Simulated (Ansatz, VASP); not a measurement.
## One calculation of AlCo3, two programs

```
Al Co
1.0
     3.57319    0.00000    0.00000
     0.00000    3.57319    0.00000
     0.00000    0.00000    3.57319
Al Co
1 3
Cartesian
  0.0000 0.0000 0.0000
  1.7866 1.7866 0.0000
  1.7866 0.0000 1.7866
  0.0000 1.7866 1.7866
```

Alike in both runs: functional r2SCAN; dispersion D4; k mesh 12 × 12 × 12; occupations gaussian, width 0.1 eV; collinear spin.

Ansatz relaxed the structure, and its values are those at the end. VASP's run is a single point on that final structure, the one shown.

|  | VASP | Ansatz |
| --- | --- | --- |
| version | VASP 6.6.1 | Ansatz 0.2.0 |
| potentials or method | VASP PAW PBE potentials, release 64 (Al, Co), cutoff 520 eV | scalar-relativistic, plane waves, PAW |
| valence electrons in the cell | 30 | 54 |

VASP gave:

```
gap on the k mesh at the Fermi level (eV)                     : none
pressure (GPa)                                                : -0.2
net moment per atom (μB)                                      : 1.12
size of the moment on the site where the two differ most (μB) : 0.04
```

Task: Estimate Ansatz's values.

Result: gap on the k mesh at the Fermi level (eV): none; pressure (GPa): 0.0; net moment per atom (μB): 1.13; size of the moment on the site where the two differ most (μB): 0.06.

VASP's potentials were made for PBE, not for r2SCAN. Site moments also hang on the region over which each program counts them. A gap of «none» marks a metal or a gap that the smearing closes. VASP's potentials hold 30 valence electrons a cell and Ansatz's 54, so a difference there can come from the potentials and not from the codes.
